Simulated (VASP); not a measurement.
Rh:

```xyz
1
Lattice="1.2615 -2.1119 0.0000 1.2615 2.1119 0.0000 0.0000 0.0000 2.5069" Properties=species:S:1:pos:R:3 pbc="T T T"
Rh    1.2615    0.0000    0.0000
```

* Program: VASP 6.6.1
* Task: relaxation of cell and atoms
* Functional: PBE
* Potentials or basis: VASP PAW PBE potentials, release 64 (Rh_pv)
* Cutoff: 600 eV
* k mesh: 8 × 8 × 6
* Occupations: gaussian, width 0.1 eV
* Spin: no spin polarisation

At the start: pressure 44.8 GPa; volume 13.36 Å³/atom.

How do energy, volume and symmetry change on relaxing?

Over 10 steps the energy falls by 281.1 meV/atom and the volume is 15.37 Å³/atom (+15.0 %); space group P6/mmm (No. 191, to 0.05 Å).

Step by step:
```csv
step,energy change (eV),largest force (eV/Å),pressure (GPa),volume (Å³)
1,0.0000,0.0000,44.78,13.36
2,0.6307,0.0000,-28.66,21.83
3,-0.2720,0.0000,-5.13,15.77
4,-0.2784,0.0000,-1.54,15.48
5,-0.2789,0.0000,-0.18,15.38
6,-0.2788,0.0000,-0.77,15.42
7,-0.2810,0.0000,-0.50,15.40
8,-0.2810,0.0000,-0.54,15.41
9,-0.2810,0.0000,0.81,15.31
10,-0.2811,0.0000,0.00,15.37
```

Final structure:
```
Rh
1.0
     1.31466   -2.27747    0.00000
     1.31466    2.27747    0.00000
     0.00000    0.00000    2.56609
Rh
1
Direct
  0.50000 0.50000 0.00000
```

Caveat: the k points lie up to 0.41 Å⁻¹ apart in the final cell; the volume moved by over 15 % at a fixed basis, so the end points are rough.
